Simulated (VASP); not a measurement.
# Mo4Se3S5 (Pm) in VASP: single point with PBE+D3(BJ)

Aim: the single point of Mo4Se3S5 with PBE+D3(BJ).

Program: VASP 6.6.1. These are calculated values, not measurements. Logs are shortened: lines on timing, memory, paths and dates and some standing lists are left out, and cuts for length are marked.

## Step 1: The cell of the first run

It takes space group Pm (No. 6, monoclinic). Conventional cell: a = 5.572 Å, b = 3.217 Å, c = 12.512 Å, α = 90.00°, β = 90.00°, γ = 90.00°. Mo (site symmetry m) has 4 S at 2.44 Å and 2 Se at 2.44 Å and 6 Mo at 3.22 Å within 3.3 Å. Within 3.3 Å of Mo (site symmetry m) lie 5 S at 2.44 Å and 1 Se at 2.44 Å and 6 Mo at 3.22 Å. Within 3.3 Å of Mo (site symmetry m) lie 4 Se at 2.44 Å and 2 S at 2.44 Å and 6 Mo at 3.22 Å. Within 3.3 Å of Mo (site symmetry m) lie 4 S at 2.44 Å and 2 Se at 2.44 Å and 6 Mo at 3.22 Å. Within 3.3 Å of Se (site symmetry m) lie 3 Mo at 2.44 Å and 3 Se at 3.18 to 3.22 Å and 4 S at 3.22 Å. Se (site symmetry m) has 3 Mo at 2.44 Å and 5 S at 3.18 to 3.22 Å and 2 Se at 3.22 Å within 3.3 Å. Se (site symmetry m) has 3 Mo at 2.44 Å and 3 Se at 3.18 to 3.22 Å and 4 S at 3.22 Å within 3.3 Å. Within 3.3 Å of S (site symmetry m) lie 3 Mo at 2.44 Å and 3 S at 3.18 to 3.22 Å and 4 Se at 3.22 Å.

## Step 2: Single point, PBE+D3(BJ)

The input, INCAR:

```
SYSTEM = Mo4Se3S5
  ALGO = Normal
  EDIFF = 1E-7
  ENCUT = 520
  GGA = PE
  ISIF = 2
  ISMEAR = 0
  IVDW = 12
  LASPH = .TRUE.
  LCHARG = .FALSE.
  LREAL = .FALSE.
  LWAVE = .FALSE.
  NBANDS = 64
  NELM = 100
  PREC = Accurate
  SIGMA = 0.1
```

The input, KPOINTS:

```
k-points
0
G
  6 6 2
  0 0 0
```

The input, POSCAR:

```
Mo4Se3S5
1.0
    6.4345068600      0.0000000000      0.0000000000
   -1.6086267200      2.7862232000      0.0000000000
    0.0000000000      0.0000000000     12.5116539200
Mo Se S
4 3 5
Direct
    0.1666666700      0.6666666700      0.2500000000
    0.6666666700      0.6666666700      0.2500000000
    0.3333333300      0.3333333300      0.7500000000
    0.8333333300      0.3333333300      0.7500000000
    0.1666666700      0.6666666700      0.6230000000
    0.3333333300      0.3333333300      0.1230000000
    0.1666666700      0.6666666700      0.8770000000
    0.6666666700      0.6666666700      0.6230000000
    0.8333333300      0.3333333300      0.1230000000
    0.6666666700      0.6666666700      0.8770000000
    0.3333333300      0.3333333300      0.3770000000
    0.8333333300      0.3333333300      0.3770000000
```

Potentials or basis: VASP PAW PBE potentials, release 64 (Mo_sv, Se, S).

Launch:

```
cat potpaw_PBE.64/Mo_sv/POTCAR potpaw_PBE.64/Se/POTCAR potpaw_PBE.64/S/POTCAR > POTCAR
mpirun -np 1 vasp_std > vasp.out
```

OUTCAR:

```text
SYSTEM = Mo4Se3S5
   EDIFF = 1E-7
   ENCUT = 520
   GGA = PE
   ISIF = 2
   ISMEAR = 0
   IVDW = 12
   LASPH = .TRUE.
   LREAL = .FALSE.
   NELM = 100
   PREC = Accurate
 IVDW          = 12

 ion  position               nearest neighbor table
   1  0.167  0.667  0.250-   6 2.44  11 2.44   6 2.44  11 2.44   9 2.44  12 2.44   2 3.22   2 3.22
                             2 3.22   2 3.22
   2  0.667  0.667  0.250-   9 2.44  12 2.44   9 2.44  12 2.44  11 2.44   6 2.44   1 3.22   1 3.22
                             1 3.22   1 3.22
   3  0.333  0.333  0.750-   5 2.44   7 2.44   5 2.44   7 2.44   8 2.44  10 2.44   4 3.22   4 3.22
                             4 3.22   4 3.22
   4  0.833  0.333  0.750-   8 2.44  10 2.44   8 2.44  10 2.44   5 2.44   7 2.44   3 3.22   3 3.22
                             3 3.22   3 3.22
   5  0.167  0.667  0.623-   3 2.44   3 2.44   4 2.44
   6  0.333  0.333  0.123-   1 2.44   1 2.44   2 2.44
   7  0.167  0.667  0.877-   3 2.44   3 2.44   4 2.44
   8  0.667  0.667  0.623-   4 2.44   4 2.44   3 2.44
   9  0.833  0.333  0.123-   2 2.44   2 2.44   1 2.44
  10  0.667  0.667  0.877-   4 2.44   4 2.44   3 2.44
  11  0.333  0.333  0.377-   1 2.44   1 2.44   2 2.44
  12  0.833  0.333  0.377-   2 2.44   2 2.44   1 2.44

  Warning from LATTYP: Monoclinic adjustment (A1->A3, A2->A1, A3->A2)!
  LATTYP: Found a simple orthorhombic cell.
 ALAT       =     3.2172534318
 B/A-ratio  =     1.7320508051
 C/A-ratio  =     3.8889239487

  Lattice vectors:

 A1 = (   1.6086267200,  -2.7862232000,   0.0000000000)
 A2 = (   4.8258801400,   2.7862232000,   0.0000000000)
 A3 = (   0.0000000000,   0.0000000000,  12.5116539200)

Analysis of symmetry for initial positions (statically):
=====================================================================
 Subroutine PRICEL returns:
 Original cell was already a primitive cell.

 Routine SETGRP: Setting up the symmetry group for a
 simple orthorhombic supercell.

 Subroutine GETGRP returns: Found  2 space group operations
 (whereof  2 operations were pure point group operations)
 out of a pool of  8 trial point group operations.

The static configuration has the point symmetry C_1h.

Analysis of symmetry for dynamics (positions and initial velocities):
=====================================================================
 Subroutine PRICEL returns:
 Original cell was already a primitive cell.

 Routine SETGRP: Setting up the symmetry group for a
 simple orthorhombic supercell.

 Subroutine GETGRP returns: Found  2 space group operations
 (whereof  2 operations were pure point group operations)
 out of a pool of  8 trial point group operations.

The dynamic configuration has the point symmetry C_1h.

 Subroutine INISYM returns: Found  2 space group operations
 (whereof  2 operations are pure point group operations),
 and found     1 'primitive' translations

----------------------------------------------------------------------------------------

                                     Primitive cell

  volume of cell :     224.3086

  direct lattice vectors                    reciprocal lattice vectors
     6.434506860  0.000000000  0.000000000     0.155412065  0.089727198  0.000000000
    -1.608626720  2.786223200  0.000000000     0.000000000  0.358908791  0.000000000
     0.000000000  0.000000000 12.511653920     0.000000000  0.000000000  0.079925484

  length of vectors
     6.434506860  3.217253432 12.511653920     0.179454396  0.358908791  0.079925484

  position of ions in fractional coordinates (direct lattice)
     0.166666670  0.666666670  0.250000000
     0.666666670  0.666666670  0.250000000
     0.333333330  0.333333330  0.750000000
     0.833333330  0.333333330  0.750000000
     0.166666670  0.666666670  0.623000000
     0.333333330  0.333333330  0.123000000
     0.166666670  0.666666670  0.877000000
     0.666666670  0.666666670  0.623000000
     0.833333330  0.333333330  0.123000000
     0.666666670  0.666666670  0.877000000
     0.333333330  0.333333330  0.377000000
     0.833333330  0.333333330  0.377000000

  ion indices of the primitive-cell ions
   primitive index   ion index
                 1           1
                 2           2
                 3           3
                 4           4
                 5           5
                 6           6
                 7           7
                 8           8
                 9           9
                10          10
                11          11
                12          12

----------------------------------------------------------------------------------------

 KPOINTS: k-points

Automatic generation of k-mesh.
 Grid dimensions read from file:
 generate k-points for:    6    6    2

 Generating k-lattice:

  Cartesian coordinates                     Fractional coordinates (reciprocal lattice)
     0.025902011  0.014954533  0.000000000     0.166666667  0.000000000  0.000000000
     0.000000000  0.059818132  0.000000000     0.000000000  0.166666667  0.000000000
     0.000000000  0.000000000  0.039962742     0.000000000  0.000000000  0.500000000

  Length of vectors
     0.029909066  0.059818132  0.039962742

  Shift w.r.t. Gamma in fractional coordinates (k-lattice)
     0.000000000  0.000000000  0.000000000

 Subroutine IBZKPT returns following result:
 ===========================================

 Found     32 irreducible k-points:

 Following reciprocal coordinates:
            Coordinates               Weight
  0.000000  0.000000  0.000000      1.000000
  0.166667  0.000000  0.000000      2.000000
  0.333333  0.000000  0.000000      2.000000
  0.500000  0.000000  0.000000      1.000000
  0.000000  0.166667  0.000000      4.000000
  0.166667  0.166667  0.000000      4.000000
[... 16 lines left out ...]
  0.333333  0.166667  0.500000      2.000000
 -0.166667  0.166667  0.500000      2.000000
 [... further k-points ...]
   k-points           NKPTS =     32   k-points in BZ     NKDIM =     32   number of bands    NBANDS=     64
   number of dos      NEDOS =    301   number of ions     NIONS =     12
   total plane-waves  NPLWV = 110592
   dimension x,y,z NGX =    48 NGY =   24 NGZ =   96
   dimension x,y,z NGXF=    96 NGYF=   48 NGZF=  192
   ions per type =               4   3   5
   NGX,Y,Z   is equivalent  to a cutoff of  12.40, 12.40, 12.76 a.u.
   NGXF,Y,Z  is equivalent  to a cutoff of  24.80, 24.80, 25.51 a.u.
 SYSTEM =  Mo4Se3S5
   PREC   = accura    normal or accurate (medium, high low for compatibility)
   ISTART =      0    job   : 0-new  1-cont  2-samecut
   ICHARG =      2    charge: 1-file 2-atom 10-const
   ISPIN  =      1    spin polarized calculation?
   LNONCOLLINEAR =      F non collinear calculations
   LSORBIT =      F    spin-orbit coupling
   LASPH  =      T    aspherical Exc in radial PAW
   ENCUT  =  520.0 eV  38.22 Ry    6.18 a.u.  11.96  5.98 23.26*2*pi/ulx,y,z
   NELM   =    100;   NELMIN=  2; NELMDL= -5     # of ELM steps
   EDIFF  = 0.1E-06   stopping-criterion for ELM
   LREAL  =      F    real-space projection
   EDIFFG = 0.1E-05   stopping-criterion for IOM
   NSW    =      0    number of steps for IOM
   IBRION =     -1    ionic relax: 0-MD 1-quasi-New 2-CG
   NFREE  =      0    steps in history (QN), initial steepest desc. (CG)
   ISIF   =      2    stress and relaxation
   ISYM   =      2    0-nonsym 1-usesym 2-fastsym
   POTIM  = 0.5000    time-step for ionic-motion
   TEBEG  =    0.0;   TEEND  =   0.0 temperature during run
   PSTRESS=    0.0 pullay stress
   NELECT =     104.0000    total number of electrons
   NUPDOWN=      -1.0000    fix difference up-down
   EMIN   =  10.00;   EMAX   =-10.00  energy-range for DOS
   EFERMI =   0.00;   METHOD = LEGACY
   ISMEAR =     0;   SIGMA  =   0.10  broadening in eV -4-tet -1-fermi 0-gaus
   EFERMI_NEDOS =   21; number of points for ismear=-14 and -15
   IALGO  =     38    algorithm
   IMIX   =      4    mixing-type and parameters
     AMIX     =   0.40;   BMIX     =  1.00
     AMIX_MAG =   1.60;   BMIX_MAG =  1.00
  volume/ion in A,a.u.               =      18.69       126.14
  Fermi-wavevector in a.u.,A,eV,Ry     =   1.267080  2.394434 21.844035  1.605491
  Thomas-Fermi vector in A             =   2.400247
   LORBIT       =      0    0 simple, 1 ext, 2 COOP (PROOUT), +10 PAW based schemes
   GGA     = PE    functional components
   LHFCALC =     F    Hartree Fock is set to
   AEXX    =    0.0000 exact exchange contribution
   IVDW    =    12    specifies the selected vdW correction
   LEPSILON=     F    determine dielectric tensor
   LRPA    =     F    only Hartree local field effects (RPA)
 non-spin polarized calculation
 Gauss-broadening in eV      SIGMA  =   0.10
  energy-cutoff  :      520.00
  volume of cell :      224.31
 maximum number of plane-waves:      6096
   NGX = 23   NGY = 11   NGZ = 47

 number of electron     103.9999996 magnetization

 Free energy of the ion-electron system (eV)
  ---------------------------------------------------
  ext. energy  EPLUGINS =         0.00000000
  ---------------------------------------------------
  free energy    TOTEN  =       -83.91278974 eV

  energy without entropy =      -83.91278974  energy(sigma->0) =      -83.91278974

 E-fermi :   7.5422     XC(G=0): -10.7613

 val. band max:        7.1447590640   @ k =   0.0000   0.0000   0.0000
 cond. band min:       7.9542091110   @ k =   0.3333   0.1667   0.0000
 fundamental gap:      0.8094500470
 Fermi energy:         7.5421689747

 k-point     1 :       0.0000    0.0000    0.0000
  band No.  band energies     occupation
      1     -54.4052      2.00000
      2     -54.3332      2.00000
      3     -54.2547      2.00000
      4     -54.1291      2.00000
      5     -28.6733      2.00000
      6     -28.5350      2.00000
[... 56 lines left out ...]
     63       9.8432      0.00000
     64       9.8949      0.00000

 k-point     2 :       0.1667    0.0000    0.0000
  band No.  band energies     occupation
      1     -54.4042      2.00000
      2     -54.3342      2.00000
      3     -54.2541      2.00000
      4     -54.1297      2.00000
      5     -28.6521      2.00000
      6     -28.5313      2.00000
[... 56 lines left out ...]
     63       9.5796      0.00000
     64       9.7452      0.00000

 k-point     3 :       0.3333    0.0000    0.0000
  band No.  band energies     occupation
      1     -54.4023      2.00000
      2     -54.3361      2.00000
      3     -54.2530      2.00000
      4     -54.1308      2.00000
      5     -28.5953      2.00000
      6     -28.5225      2.00000
[... 1396 lines left out ...]
     63       9.4584      0.00000
     64       9.4858      0.00000

 k-point    24 :      -0.1667    0.1667    0.5000
  band No.  band energies     occupation
      1     -54.4002      2.00000
      2     -54.3300      2.00000
      3     -54.2501      2.00000
      4     -54.1254      2.00000
      5     -28.6468      2.00000
      6     -28.5231      2.00000
[... 56 lines left out ...]
     63       9.7824      0.00000
     64       9.8834      0.00000

 [... further k-points ...]

------------------------ aborting loop because EDIFF is reached ----------------------------------------

 Edisp (eV)   -5.29572

 E8    (eV) :    -2.1958

  FORCE on cell =-STRESS in cart. coord.  units (eV):
  Direction    XX          YY          ZZ          XY          YZ          ZX
  --------------------------------------------------------------------------------------
  -------------------------------------------------------------------------------------
  Total      -0.76247    -0.59929     2.96041    -0.14132     0.01102     0.01909
  in kB      -5.44612    -4.28057    21.14544    -1.00939     0.07872     0.13634
  external pressure =        3.81 kB  Pullay stress =        0.00 kB

 VOLUME and BASIS-vectors are now :
 -----------------------------------------------------------------------------
  energy-cutoff  :      520.00
  volume of cell :      224.31
      direct lattice vectors                 reciprocal lattice vectors
     6.434506860  0.000000000  0.000000000     0.155412065  0.089727198  0.000000000
    -1.608626720  2.786223200  0.000000000     0.000000000  0.358908791  0.000000000
     0.000000000  0.000000000 12.511653920     0.000000000  0.000000000  0.079925484

 POSITION                                       TOTAL-FORCE (eV/Angst)
 -----------------------------------------------------------------------------------
      0.00000      1.85748      3.12791        -0.839724     -0.484815      1.807920
      3.21725      1.85748      3.12791         0.842513      0.486425      0.985060
      1.60863      0.92874      9.38374         1.658811      0.957715      0.010591
      4.82588      0.92874      9.38374        -1.670042     -0.964199      0.004654
      0.00000      1.85748      7.79476        -0.072508     -0.041862     -2.089056
      1.60863      0.92874      1.53893         0.022456      0.012965     -1.974612
      0.00000      1.85748     10.97272        -0.084666     -0.048882      2.038971
      3.21725      1.85748      7.79476         0.078407      0.045268      0.616873
      4.82588      0.92874      1.53893        -0.018316     -0.010575      0.637862
      3.21725      1.85748     10.97272         0.084712      0.048909     -0.626502
      1.60863      0.92874      4.71689         0.072609      0.041921     -0.678390
      4.82588      0.92874      4.71689        -0.074253     -0.042870     -0.733370
 -----------------------------------------------------------------------------------
    total drift:                                0.000022      0.000013      0.000221

  FREE ENERGIE OF THE ION-ELECTRON SYSTEM (eV)
  ---------------------------------------------------
  free  energy   TOTEN  =       -89.2085127403 eV

  energy  without entropy=      -89.2085127401  energy(sigma->0) =      -89.20851274
```

Run time: 7.4 min. Hardware: 1 thread of Intel Xeon Platinum 8375C at 2.90GHz (Ice Lake), shared host; peak memory 0.55 GiB.

What came out:

```yaml
Free_energy: -89.2085 eV
Pressure: 0.4 GPa
Largest_force: 2.091 eV/Å
Band_gap_on_the_k_mesh: 0.81 eV (least direct gap 1.37 eV)
Dispersion_energy_per_atom: -0.441 eV
```

Forces on the atoms (eV/Å):
```
Mo  -0.840 -0.485  1.808
Mo   0.843  0.486  0.985
Mo   1.659  0.958  0.011
Mo  -1.670 -0.964  0.005
Se  -0.073 -0.042 -2.089
Se   0.022  0.013 -1.975
Se  -0.085 -0.049  2.039
S    0.078  0.045  0.617
S   -0.018 -0.011  0.638
S    0.085  0.049 -0.627
S    0.073  0.042 -0.678
S   -0.074 -0.043 -0.733
```

Caveat: forces of over 1 eV/Å act on the atoms, so gaps and moduli don't describe the material at rest. A k mesh can miss the band edges.
